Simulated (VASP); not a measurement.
H: single point with PBE+D3(BJ)

The system is H.

```
H
1.0
     2.58340    0.00000    0.00000
     0.00000    2.58340    0.00000
     0.00000    0.00000    0.98049
H
1
Direct
  0.00000 0.00000 0.50000
```

This cell differs from its parent crystal: strain -0.025 along x and y, +0.000 along z.

| Property | Result |
| --- | --- |
| Program | VASP 6.6.1 |
| Task | single point |
| Functional | PBE |
| Dispersion | D3(BJ) |
| Potentials or basis | VASP PAW PBE potentials, release 64 (H) |
| Cutoff | 520 eV |
| k mesh | 10 × 10 × 26 |
| Occupations | gaussian, width 0.05 eV |
| Spin | no spin polarisation |
| Dipole correction | no |
| Further INCAR settings | ALGO = Normal; EDIFF = 1e-06; NBANDS = 6 |

```json
{
 "Pressure": "1.3 GPa",
 "Dispersion energy per atom": "-0.077 eV"
}
```

Stress tensor (GPa, compression positive):
```
1.05 0.00 0.00
0.00 1.05 0.00
0.00 0.00 1.80
```

Levels at points of the mesh, in eV from the Fermi level:
```tsv
k point	band 1	band 2	band 3	band 4
(0.00, 0.00, 0.00)	-11.17	10.52	16.48	16.48
(0.50, 0.00, 0.00)	-9.55	2.75	17.46	19.69
(0.50, 0.50, 0.00)	-8.25	6.80	6.80	10.39
(0.00, 0.00, 0.50)	23.92	31.31	47.45	52.74
(0.50, 0.00, 0.50)	24.92	33.85	41.69	42.05
(0.50, 0.50, 0.50)	25.72	35.97	45.65	45.65
```

It took 6.6 s on 1 thread of Intel Xeon 6975P-C, with other jobs on the host, peak memory 0.12 GiB.

Caveat: the cell differs from its parent crystal (strain -0.025 along x and y, +0.000 along z); pairwise dispersion overbinds metals, which lowers pressure and volume.
